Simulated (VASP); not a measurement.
# LuAl2Rh2 (I4/mmm) in VASP: single point with r2SCAN

Aim: the single point of LuAl2Rh2 with r2SCAN.

Everything below comes from runs of VASP 6.6.1. Logs are shortened: lines on timing, memory, paths and dates and some standing lists are left out, and cuts for length are marked.

## 1. The cell of the first run

It takes space group I4/mmm (No. 139, tetragonal). The conventional cell has a = 4.022 Å, b = 4.022 Å, c = 9.872 Å, α = 90.00°, β = 90.00°, γ = 90.00°. Within 3.0 Å of Al (site symmetry 4mm) lie 4 Rh at 2.29 Å and 1 Al at 2.72 Å. Within 4.1 Å of Lu (site symmetry 4/mmm) lie 10 Al at 3.15 to 3.57 Å and 8 Rh at 3.18 Å and 4 Lu at 4.02 Å. Within 3.0 Å of Rh (site symmetry -4m2) lie 4 Al at 2.29 Å and 4 Rh at 2.84 Å.

## 2. Single point, r2SCAN

The input, POSCAR:

```
LuAl2Rh2
1.0
    0.0000000000      4.0221200000      0.0000000000
    4.0221200000      0.0000000000      0.0000000000
    2.0110600000      2.0110600000     -4.9360100000
Al Lu Rh
2 1 2
Direct
    0.3620000000      0.3620000000      0.2760000000
    0.6380000000      0.6380000000      0.7240000000
    0.0000000000      0.0000000000      0.0000000000
    0.7500000000      0.2500000000      0.5000000000
    0.2500000000      0.7500000000      0.5000000000
```

The input, INCAR.step1:

```
SYSTEM = LuAl2Rh2
PREC = Accurate ; ENCUT = 520
ISMEAR = -1 ; SIGMA = 0.1
LREAL = .False. ; LASPH = .True.
NELM = 100 ; NBANDS = 38
GGA = PE ; ALGO = Normal
EDIFF = 1E-4 ; LWAVE = .True.
LCHARG = .False.
```

The input, INCAR.step2:

```
SYSTEM = LuAl2Rh2
PREC = Accurate ; ENCUT = 520
EDIFF = 1E-6 ; ISMEAR = -1
SIGMA = 0.1 ; LREAL = .False.
LASPH = .True. ; NELM = 100
ALGO = Normal ; ISIF = 2
LWAVE = .False. ; LCHARG = .False.
METAGGA = R2SCAN ; LMIXTAU = .True.
NBANDS = 38 ; ISTART = 1
```

The input, KPOINTS:

```
Automatic mesh
0
Gamma
  9 9 9
  0 0 0
```

Potentials or basis: VASP PAW PBE potentials, release 64 (Al, Lu, Rh_pv).

Launch:

```console
> cat potpaw_PBE.64/Al/POTCAR potpaw_PBE.64/Lu/POTCAR potpaw_PBE.64/Rh_pv/POTCAR > POTCAR
> cp INCAR.step1 INCAR
> mpirun -np 1 vasp_std > vasp.out
> cp INCAR.step2 INCAR
> mpirun -np 1 vasp_std > vasp.out
```

OUTCAR:

```text
SYSTEM = LuAl2Rh2
   PREC = Accurate
   ENCUT = 520
   EDIFF = 1E-6
   ISMEAR = -1
   LREAL = .False.
   LASPH = .True.
   NELM = 100
   ISIF = 2
   METAGGA = R2SCAN
   ISTART = 1

 ion  position               nearest neighbor table
   1  0.362  0.362  0.276-   4 2.29   5 2.29   5 2.29   4 2.29   2 2.72   3 3.15   3 3.15   3 3.15
                             3 3.15   3 3.57
   2  0.638  0.638  0.724-   4 2.29   5 2.29   5 2.29   4 2.29   1 2.72   3 3.15   3 3.15   3 3.15
                             3 3.15   3 3.57
   3  0.000  0.000  0.000-   2 3.15   1 3.15   2 3.15   1 3.15   1 3.15   2 3.15   2 3.15   1 3.15
                             5 3.18   4 3.18   5 3.18   4 3.18   4 3.18   5 3.18   5 3.18   4 3.18
   4  0.750  0.250  0.500-   1 2.29   2 2.29   1 2.29   2 2.29   5 2.84   5 2.84   5 2.84   5 2.84
                             3 3.18   3 3.18   3 3.18   3 3.18
   5  0.250  0.750  0.500-   1 2.29   2 2.29   1 2.29   2 2.29   4 2.84   4 2.84   4 2.84   4 2.84
                             3 3.18   3 3.18   3 3.18   3 3.18

  LATTYP: Found a body centered tetragonal cell.
 ALAT       =     4.0221200000
 C/A-ratio  =     2.4544319911

  Lattice vectors:

 A1 = (  -2.0110600000,   2.0110600000,   4.9360100000)
 A2 = (   2.0110600000,  -2.0110600000,   4.9360100000)
 A3 = (   2.0110600000,   2.0110600000,  -4.9360100000)

Analysis of symmetry for initial positions (statically):
=====================================================================
 Subroutine PRICEL returns:
 Original cell was already a primitive cell.

 Routine SETGRP: Setting up the symmetry group for a
 body centered tetragonal supercell.

 Subroutine GETGRP returns: Found 16 space group operations
 (whereof 16 operations were pure point group operations)
 out of a pool of 16 trial point group operations.

The static configuration has the point symmetry D_4h.

Analysis of symmetry for dynamics (positions and initial velocities):
=====================================================================
 Subroutine PRICEL returns:
 Original cell was already a primitive cell.

 Routine SETGRP: Setting up the symmetry group for a
 body centered tetragonal supercell.

 Subroutine GETGRP returns: Found 16 space group operations
 (whereof 16 operations were pure point group operations)
 out of a pool of 16 trial point group operations.

The dynamic configuration has the point symmetry D_4h.

 Subroutine INISYM returns: Found 16 space group operations
 (whereof 16 operations are pure point group operations),
 and found     1 'primitive' translations

----------------------------------------------------------------------------------------

                                     Primitive cell

  volume of cell :      79.8521

  direct lattice vectors                    reciprocal lattice vectors
     0.000000000  4.022120000  0.000000000     0.000000000  0.248625103  0.101296391
     4.022120000  0.000000000  0.000000000     0.248625103  0.000000000  0.101296391
     2.011060000  2.011060000 -4.936010000     0.000000000  0.000000000 -0.202592782

  length of vectors
     4.022120000  4.022120000  5.696746384     0.268468622  0.268468622  0.202592782

  position of ions in fractional coordinates (direct lattice)
     0.362000000  0.362000000  0.276000000
     0.638000000  0.638000000  0.724000000
     0.000000000  0.000000000  0.000000000
     0.750000000  0.250000000  0.500000000
     0.250000000  0.750000000  0.500000000

  ion indices of the primitive-cell ions
   primitive index   ion index
                 1           1
                 2           2
                 3           3
                 4           4
                 5           5

----------------------------------------------------------------------------------------

 KPOINTS: Automatic mesh

Automatic generation of k-mesh.
 Grid dimensions read from file:
 generate k-points for:    9    9    9

 Generating k-lattice:

  Cartesian coordinates                     Fractional coordinates (reciprocal lattice)
     0.000000000  0.027625011  0.011255155     0.111111111  0.000000000  0.000000000
     0.027625011  0.000000000  0.011255155     0.000000000  0.111111111  0.000000000
     0.000000000  0.000000000 -0.022510309     0.000000000  0.000000000  0.111111111

  Length of vectors
     0.029829847  0.029829847  0.022510309

  Shift w.r.t. Gamma in fractional coordinates (k-lattice)
     0.000000000  0.000000000  0.000000000

 Subroutine IBZKPT returns following result:
 ===========================================

 Found     75 irreducible k-points:

 Following reciprocal coordinates:
            Coordinates               Weight
  0.000000  0.000000  0.000000      1.000000
  0.111111  0.000000 -0.000000      8.000000
  0.222222  0.000000  0.000000      8.000000
  0.333333  0.000000  0.000000      8.000000
  0.444444  0.000000  0.000000      8.000000
  0.111111  0.111111 -0.000000      8.000000
[... 16 lines left out ...]
 -0.333333  0.333333  0.000000      4.000000
  0.444444  0.444444  0.000000      8.000000
 [... further k-points ...]
   k-points           NKPTS =     75   k-points in BZ     NKDIM =     75   number of bands    NBANDS=     38
   number of dos      NEDOS =    301   number of ions     NIONS =      5
   total plane-waves  NPLWV =  37800
   dimension x,y,z NGX =    30 NGY =   30 NGZ =   42
   dimension x,y,z NGXF=    60 NGYF=   60 NGZF=   84
   ions per type =               2   1   2
   NGX,Y,Z   is equivalent  to a cutoff of  12.40, 12.40, 12.26 a.u.
   NGXF,Y,Z  is equivalent  to a cutoff of  24.80, 24.80, 24.51 a.u.
 SYSTEM =  LuAl2Rh2
   PREC   = accura    normal or accurate (medium, high low for compatibility)
   ISTART =      1    job   : 0-new  1-cont  2-samecut
   ICHARG =      0    charge: 1-file 2-atom 10-const
   ISPIN  =      1    spin polarized calculation?
   LNONCOLLINEAR =      F non collinear calculations
   LSORBIT =      F    spin-orbit coupling
   LASPH  =      T    aspherical Exc in radial PAW
   ENCUT  =  520.0 eV  38.22 Ry    6.18 a.u.   7.48  7.48 10.59*2*pi/ulx,y,z
   NELM   =    100;   NELMIN=  2; NELMDL=  0     # of ELM steps
   EDIFF  = 0.1E-05   stopping-criterion for ELM
   LREAL  =      F    real-space projection
   EDIFFG = 0.1E-04   stopping-criterion for IOM
   NSW    =      0    number of steps for IOM
   IBRION =     -1    ionic relax: 0-MD 1-quasi-New 2-CG
   NFREE  =      0    steps in history (QN), initial steepest desc. (CG)
   ISIF   =      2    stress and relaxation
   ISYM   =      2    0-nonsym 1-usesym 2-fastsym
   POTIM  = 0.5000    time-step for ionic-motion
   TEBEG  =    0.0;   TEEND  =   0.0 temperature during run
   PSTRESS=    0.0 pullay stress
   NELECT =      61.0000    total number of electrons
   NUPDOWN=      -1.0000    fix difference up-down
   EMIN   =  10.00;   EMAX   =-10.00  energy-range for DOS
   EFERMI =   0.00;   METHOD = LEGACY
   ISMEAR =    -1;   SIGMA  =   0.10  broadening in eV -4-tet -1-fermi 0-gaus
   EFERMI_NEDOS =   21; number of points for ismear=-14 and -15
   IALGO  =     38    algorithm
   IMIX   =      4    mixing-type and parameters
     AMIX     =   0.40;   BMIX     =  1.00
     AMIX_MAG =   1.60;   BMIX_MAG =  1.00
  volume/ion in A,a.u.               =      15.97       107.77
  Fermi-wavevector in a.u.,A,eV,Ry     =   1.496544  2.828058 30.472195  2.239643
  Thomas-Fermi vector in A             =   2.608547
   LORBIT       =      0    0 simple, 1 ext, 2 COOP (PROOUT), +10 PAW based schemes
   METAGGA = R2SCAN    functional components
   LHFCALC =     F    Hartree Fock is set to
   AEXX    =    0.0000 exact exchange contribution
   IVDW    =     0    specifies the selected vdW correction
   LEPSILON=     F    determine dielectric tensor
   LRPA    =     F    only Hartree local field effects (RPA)
 non-spin polarized calculation
  energy-cutoff  :      520.00
  volume of cell :       79.85
 maximum number of plane-waves:      2174
 NGX is ok and might be reduce to    30
   NGX = 15   NGY = 15   NGZ = 21

 number of electron      60.9999975 magnetization

 Free energy of the ion-electron system (eV)
  ---------------------------------------------------
  ext. energy  EPLUGINS =         0.00000000
  ---------------------------------------------------
  free energy    TOTEN  =      -103.64154181 eV

  energy without entropy =     -103.56983593  energy(sigma->0) =     -103.60568887

 E-fermi :   7.9412     XC(G=0): -13.0147

 val. band max:        7.9212765174   @ k =  -0.1111   0.0000   0.3333
 cond. band min:       7.9494264326   @ k =   0.0000   0.0000   0.1111
 fundamental gap:      0.0281499153
 Fermi energy:         7.9411944503

 k-point     1 :       0.0000    0.0000    0.0000
  band No.  band energies     occupation
      1     -49.9966      2.00000
      2     -39.9233      2.00000
      3     -39.9233      2.00000
      4     -39.7118      2.00000
      5     -39.6884      2.00000
      6     -39.6884      2.00000
[... 30 lines left out ...]
     37      13.7366      0.00000
     38      14.3766      0.00000

 k-point     2 :       0.1111    0.0000   -0.0000
  band No.  band energies     occupation
      1     -49.9964      2.00000
      2     -39.9169      2.00000
      3     -39.9163      2.00000
      4     -39.7100      2.00000
      5     -39.6962      2.00000
      6     -39.6955      2.00000
[... 30 lines left out ...]
     37      13.8421      0.00000
     38      14.2328      0.00000

 k-point     3 :       0.2222    0.0000    0.0000
  band No.  band energies     occupation
      1     -49.9961      2.00000
      2     -39.8983      2.00000
      3     -39.8961      2.00000
      4     -39.7183      2.00000
      5     -39.7162      2.00000
      6     -39.7050      2.00000
[... 30 lines left out ...]
     37      14.0582      0.00000
[... 781 lines left out ...]
 k-point    23 :      -0.3333    0.3333    0.0000
  band No.  band energies     occupation
      1     -49.9948      2.00000
      2     -39.9473      2.00000
      3     -39.8892      2.00000
      4     -39.7309      2.00000
      5     -39.6900      2.00000
      6     -39.6767      2.00000
[... 30 lines left out ...]
     37      13.5934      0.00000
     38      14.5605      0.00000

 k-point    24 :       0.4444    0.4444    0.0000
  band No.  band energies     occupation
      1     -49.9943      2.00000
      2     -39.9541      2.00000
      3     -39.9473      2.00000
      4     -39.6838      2.00000
      5     -39.6819      2.00000
      6     -39.6737      2.00000
[... 30 lines left out ...]
     37      14.1099      0.00000
     38      14.4774      0.00000

 [... further k-points ...]

------------------------ aborting loop because EDIFF is reached ----------------------------------------

  FORCE on cell =-STRESS in cart. coord.  units (eV):
  Direction    XX          YY          ZZ          XY          YZ          ZX
  --------------------------------------------------------------------------------------
  -------------------------------------------------------------------------------------
  Total       11.4682932     11.4682932      4.5971812      0.0000000      0.0000000      0.0000000
  in kB      230.1035361    230.1035361     92.2393269      0.0000000      0.0000000      0.0000000
  external PRESSURE =     184.1487997 kB  Pullay stress =       0.0000000 kB

 VOLUME and BASIS-vectors are now :
 -----------------------------------------------------------------------------
  energy-cutoff  :      520.00
  volume of cell :       79.85
      direct lattice vectors                 reciprocal lattice vectors
     0.000000000  4.022120000  0.000000000     0.000000000  0.248625103  0.101296391
     4.022120000  0.000000000  0.000000000     0.248625103  0.000000000  0.101296391
     2.011060000  2.011060000 -4.936010000     0.000000000  0.000000000 -0.202592782

 POSITION                                       TOTAL-FORCE (eV/Angst)
 -----------------------------------------------------------------------------------
      2.01106      2.01106     -1.36234        -0.000000      0.000000      2.169900
      4.02212      4.02212     -3.57367        -0.000000      0.000000     -2.169900
      0.00000      0.00000      0.00000        -0.000000      0.000000      0.000000
      2.01106      4.02212     -2.46800         0.000000      0.000000     -0.000000
      4.02212      2.01106     -2.46800         0.000000     -0.000000      0.000000
 -----------------------------------------------------------------------------------
    total drift:                                0.000000     -0.000000     -0.000000

  FREE ENERGIE OF THE ION-ELECTRON SYSTEM (eV)
  ---------------------------------------------------
  free  energy   TOTEN  =      -103.6415418137 eV

  energy  without entropy=     -103.5698359317  energy(sigma->0) =     -103.60568887
```

Run time: 6.6 min. Hardware: 1 thread of Intel Xeon 6975P-C (Granite Rapids), shared host; peak memory 0.36 GiB.

What came out:

| Item | Value |
| --- | --- |
| Free energy | -103.6415 eV |
| Pressure | 18.4 GPa |
| Largest force | 2.170 eV/Å |
| Band gap on the k mesh | zero (an odd number of electrons rules out a gap without spin polarisation) |

Forces in eV/Å, atoms in the order of the input:
```
Al   0.000  0.000  2.170
Al   0.000  0.000 -2.170
Lu   0.000  0.000  0.000
Rh   0.000  0.000  0.000
Rh   0.000  0.000  0.000
```

Levels at points of the mesh, in eV from the Fermi level:
```csv
k point,band 26,band 27,band 28,band 29,band 30,band 31,band 32,band 33,band 34,band 35
"(0.00, 0.00, 0.00)",-1.81,-1.74,-1.11,-0.37,0.08,0.16,0.16,0.55,3.77,4.71
```

Caveat: the stress differs along the axes, from 9 to 23 GPa; the PAW data sets were made with another functional, which shifts forces and pressure a little; spin-orbit coupling is left out, which moves the levels of the heavy elements.

The gap in the log of VASP goes by the Fermi energy; the results here count the filled bands.